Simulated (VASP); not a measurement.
# RbAl12 in VASP: relaxation of the atoms with PBE+D3(BJ)

Aim: the relaxation of the atoms of RbAl12 with PBE+D3(BJ).

All numbers are computed with VASP 6.6.1; they aren't measurements. Logs are shortened: lines on timing, memory, paths and dates and some standing lists are left out, and cuts for length are marked.

## (1) The cell of the first run

The cell holds a slab with vacuum, 13 atoms: a = 4.878 Å, b = 4.878 Å, c = 25.898 Å, α = 90.00°, β = 90.00°, γ = 120.00°.

## (2) Relaxation of the atoms, PBE+D3(BJ)

Input file INCAR:

```
PREC = Accurate ; ENCUT = 520
EDIFF = 1E-6 ; ISMEAR = 0
SIGMA = 0.1 ; LREAL = False
LASPH = True ; NELM = 100
ALGO = Normal ; ISIF = 2
LWAVE = False ; LCHARG = False
LDIPOL = True ; IDIPOL = 3
DIPOL = 0.5 0.5 0.480 ; GGA = PE
IVDW = 12 ; IBRION = 2
NSW = 90 ; EDIFFG = -0.03
KPAR = 4
```

Input file KPOINTS:

```
Automatic mesh
0
Gamma
  6 6 1
```

Input file POSCAR:

```
RbAl12
1.0
    4.8778314603      0.0000000000      0.0000000000
   -2.4389157301      4.2243259600      0.0000000000
    0.0000000000      0.0000000000     25.8982954061
Al Rb
12 1
Selective dynamics
Direct
    0.0000000000      0.3333333333      0.3282069289  F F F
    0.3333333333      0.0000000000      0.3282069289  F F F
    0.6666666667      0.6666666667      0.3282069289  F F F
    0.3333333333      0.3333333333      0.4169939231  F F F
    0.6666666667      0.0000000000      0.4169939231  F F F
    0.0000000000      0.6666666667      0.4169939231  F F F
    0.6666666667      0.3333333333      0.5030645425  T T T
    0.0000000000      0.0000000000      0.5030645425  T T T
    0.3333333333      0.6666666667      0.5030645425  T T T
    0.0000000000      0.3333333333      0.5926037793  T T T
    0.3333333333      0.0000000000      0.5926037793  T T T
    0.6666666667      0.6666666667      0.5926037793  T T T
    0.0000000000      0.8333333333      0.7130750285  T T T
```

Potentials or basis: VASP PAW PBE potentials, release 64 (Al, Rb_sv).

Run with:

```sh
> cat potpaw_PBE.64/Al/POTCAR potpaw_PBE.64/Rb_sv/POTCAR > POTCAR
> mpirun -np 4 vasp_std > vasp.out
```

OUTCAR:

```text
PREC = Accurate
   ENCUT = 520
   EDIFF = 1E-6
   ISMEAR = 0
   LREAL = False
   LASPH = True
   NELM = 100
   ISIF = 2
   GGA = PE
   IVDW = 12
   IBRION = 2
   NSW = 90
   EDIFFG = -0.03
 IVDW          = 12

 ion  position               nearest neighbor table
   1  0.000  0.333  0.328-   2 2.82   3 2.82   3 2.82   2 2.82   3 2.82   2 2.82   4 2.82   5 2.82
                             6 2.82
   2  0.333  0.000  0.328-   1 2.82   3 2.82   3 2.82   1 2.82   3 2.82   1 2.82   4 2.82   6 2.82
                             5 2.82
   3  0.667  0.667  0.328-   1 2.82   2 2.82   1 2.82   2 2.82   2 2.82   1 2.82   5 2.82   6 2.82
                             4 2.82
   4  0.333  0.333  0.417-   8 2.76   9 2.76   7 2.76   6 2.82   5 2.82   6 2.82   5 2.82   5 2.82
                             6 2.82   2 2.82   1 2.82   3 2.82
   5  0.667  0.000  0.417-   7 2.76   8 2.76   9 2.76   6 2.82   4 2.82   4 2.82   6 2.82   4 2.82
                             6 2.82   3 2.82   1 2.82   2 2.82
   6  0.000  0.667  0.417-   8 2.76   9 2.76   7 2.76   5 2.82   4 2.82   4 2.82   5 2.82   5 2.82
                             4 2.82   3 2.82   2 2.82   1 2.82
   7  0.667  0.333  0.503-   5 2.76   6 2.76   4 2.76   8 2.82   9 2.82   9 2.82   8 2.82   8 2.82
                             9 2.82  10 2.83  11 2.83  12 2.83
   8  0.000  0.000  0.503-   6 2.76   5 2.76   4 2.76   7 2.82   9 2.82   9 2.82   7 2.82   7 2.82
                             9 2.82  10 2.83  11 2.83  12 2.83
   9  0.333  0.667  0.503-   6 2.76   5 2.76   4 2.76   8 2.82   7 2.82   7 2.82   8 2.82   8 2.82
                             7 2.82  11 2.83  10 2.83  12 2.83
  10  0.000  0.333  0.593-  11 2.82  12 2.82  12 2.82  11 2.82  12 2.82  11 2.82   8 2.83   7 2.83
                             9 2.83  13 3.96  13 3.96
  11  0.333  0.000  0.593-  10 2.82  12 2.82  12 2.82  10 2.82  12 2.82  10 2.82   9 2.83   8 2.83
                             7 2.83  13 3.42
  12  0.667  0.667  0.593-  10 2.82  11 2.82  10 2.82  11 2.82  11 2.82  10 2.82   8 2.83   7 2.83
                             9 2.83  13 3.42
  13  0.000  0.833  0.713-  11 3.42  12 3.42  10 3.96  10 3.96

  LATTYP: Found a hexagonal cell.
 ALAT       =     4.8778314603
 C/A-ratio  =     5.3093870948

  Lattice vectors:

 A1 = (   4.8778314603,   0.0000000000,   0.0000000000)
 A2 = (  -2.4389157301,   4.2243259600,   0.0000000000)
 A3 = (   0.0000000000,   0.0000000000,  25.8982954061)

Analysis of symmetry for initial positions (statically):
=====================================================================
 Subroutine PRICEL returns:
 Original cell was already a primitive cell.

 Routine SETGRP: Setting up the symmetry group for a
 hexagonal supercell.

 Subroutine GETGRP returns: Found  2 space group operations
 (whereof  2 operations were pure point group operations)
 out of a pool of 24 trial point group operations.

The static configuration has the point symmetry C_1h.

Analysis of symmetry for dynamics (positions and initial velocities):
=====================================================================
[... 146 lines left out ...]
   NUPDOWN=      -1.0000    fix difference up-down
   EMIN   =  10.00;   EMAX   =-10.00  energy-range for DOS
   EFERMI =   0.00;   METHOD = LEGACY
   ISMEAR =     0;   SIGMA  =   0.10  broadening in eV -4-tet -1-fermi 0-gaus
   EFERMI_NEDOS =   21; number of points for ismear=-14 and -15
   IALGO  =     38    algorithm
   IMIX   =      4    mixing-type and parameters
     AMIX     =   0.40;   BMIX     =  1.00
     AMIX_MAG =   1.60;   BMIX_MAG =  1.00
  volume/ion in A,a.u.               =      41.05       277.02
  Fermi-wavevector in a.u.,A,eV,Ry     =   0.717894  1.356624  7.012066  0.515372
  Thomas-Fermi vector in A             =   1.806692
   LORBIT       =      0    0 simple, 1 ext, 2 COOP (PROOUT), +10 PAW based schemes
   GGA     = PE    functional components
   LHFCALC =     F    Hartree Fock is set to
   AEXX    =    0.0000 exact exchange contribution
   IVDW    =    12    specifies the selected vdW correction
   LEPSILON=     F    determine dielectric tensor
   LRPA    =     F    only Hartree local field effects (RPA)
 conjugate gradient relaxation of ions
 non-spin polarized calculation
 Gauss-broadening in eV      SIGMA  =   0.10
  energy-cutoff  :      520.00
  volume of cell :      533.65
 maximum number of plane-waves:     14445
   NGX = 19   NGY = 19   NGZ = 97

 dipolmoment           0.000000      0.000000      0.147841 electrons x Angstroem

--------------------------------------- Ionic step        1  -------------------------------------------

 number of electron      45.0000001 magnetization

 Free energy of the ion-electron system (eV)
  ---------------------------------------------------
  ext. energy  EPLUGINS =         0.00000000
  ---------------------------------------------------
  free energy    TOTEN  =       -43.88750741 eV

  energy without entropy =      -43.85593196  energy(sigma->0) =      -43.87171968

------------------------ aborting loop because EDIFF is reached ----------------------------------------

 Edisp (eV)   -3.49050

 E8    (eV) :    -1.6312
[... 348 lines left out ...]
--------------------------------------- Ionic step        8  -------------------------------------------

 number of electron      45.0000000 magnetization

 dipolmoment           0.000000      0.000000     -0.195420 electrons x Angstroem

 Free energy of the ion-electron system (eV)
  ---------------------------------------------------
  ext. energy  EPLUGINS =         0.00000000
  ---------------------------------------------------
  free energy    TOTEN  =       -43.92743012 eV

  energy without entropy =      -43.89515166  energy(sigma->0) =      -43.91129089

 E-fermi :   1.4417     XC(G=0):  -5.2281

 val. band max:        1.4051170746   @ k =   0.1667  -0.0000   0.0000
 cond. band min:       1.4495396992   @ k =   0.0000   0.3333   0.0000
 fundamental gap:      0.0444226245
 Fermi energy:         1.4417253615

 k-point     1 :       0.0000    0.0000    0.0000
  band No.  band energies     occupation
      1     -27.2315      2.00000
      2     -11.3619      2.00000
      3     -11.3029      2.00000
      4     -11.2852      2.00000
      5      -9.7201      2.00000
      6      -8.5979      2.00000
[... 405 lines left out ...]
     28       3.2944      0.00000
     29       3.4023      0.00000

------------------------ aborting loop because EDIFF is reached ----------------------------------------

 vacuum level on the upper side and lower side of the slab       (xc-potential included)        -1.402         0.441

 Edisp (eV)   -3.47602

 E8    (eV) :    -1.6236

  FORCE on cell =-STRESS in cart. coord.  units (eV):
  Direction    XX          YY          ZZ          XY          YZ          ZX
  --------------------------------------------------------------------------------------
  -------------------------------------------------------------------------------------
  Total      -0.81785    -0.92358     0.91322     0.09157     0.03876    -0.02238
  in kB      -2.45545    -2.77288     2.74177     0.27491     0.11636    -0.06718
  external pressure =       -0.83 kB  Pullay stress =        0.00 kB
[... 28 lines left out ...]
  FREE ENERGIE OF THE ION-ELECTRON SYSTEM (eV)
  ---------------------------------------------------
  free  energy   TOTEN  =       -47.4034535310 eV

  energy  without entropy=      -47.3711750771  energy(sigma->0) =      -47.38731430

 reached required accuracy - stopping structural energy minimisation

 vacuum level on the upper side and lower side of the slab         3.158         5.035
```

Run time: 11 min. Hardware: 4 MPI ranks of AMD EPYC 7R43 (Zen 3), shared host; peak memory 0.65 GiB.

What came out:

```
Free energy                : -47.4035 eV
Energy gained by relaxing  : 2.0 meV/atom
Ionic steps                : 8
Band gap on the k mesh     : zero (an odd number of electrons rules out a gap without spin polarisation)
Dispersion energy per atom : -0.267 eV
```

Step by step:
```csv
step,energy change (eV),largest force on free atoms (eV/Å),pressure (GPa)
1,0.0000,0.2186,0.06
2,-0.0074,0.1611,0.05
3,-0.0161,0.1439,0.04
4,-0.0193,0.1102,0.02
5,-0.0233,0.0694,-0.03
6,-0.0246,0.0347,-0.05
7,-0.0249,0.0417,-0.06
8,-0.0254,0.0289,-0.08
```

Final structure:
```
Al Rb
1.0
     4.87783    0.00000    0.00000
    -2.43892    4.22433    0.00000
     0.00000    0.00000   25.89830
Al Rb
12 1
Direct
  0.00000 0.33333 0.32821
  0.33333 0.00000 0.32821
  0.66667 0.66667 0.32821
  0.33333 0.33333 0.41699
  0.66667 0.00000 0.41699
  0.00000 0.66667 0.41699
  0.66886 0.33324 0.50371
  0.00000 0.00144 0.50347
  0.33114 0.66437 0.50371
  0.00000 0.33356 0.59681
  0.33671 0.00154 0.59151
  0.66329 0.66483 0.59151
  0.00000 0.83494 0.71678
```

Levels at points of the mesh, in eV from the Fermi level:
```csv
k point,band 19,band 20,band 21,band 22,band 23,band 24,band 25,band 26
"(0.00, 0.00, 0.00)",-2.17,-2.02,-1.96,-1.19,-0.79,-0.78,-0.74,-0.74
"(0.50, 0.00, 0.00)",-1.80,-1.78,-0.19,0.03,0.69,0.88,1.48,1.60
"(0.00, 0.50, 0.00)",-1.80,-1.78,-0.18,0.02,0.78,0.80,1.48,1.64
```

The gap in the log of VASP goes by the Fermi energy; the results here count the filled bands.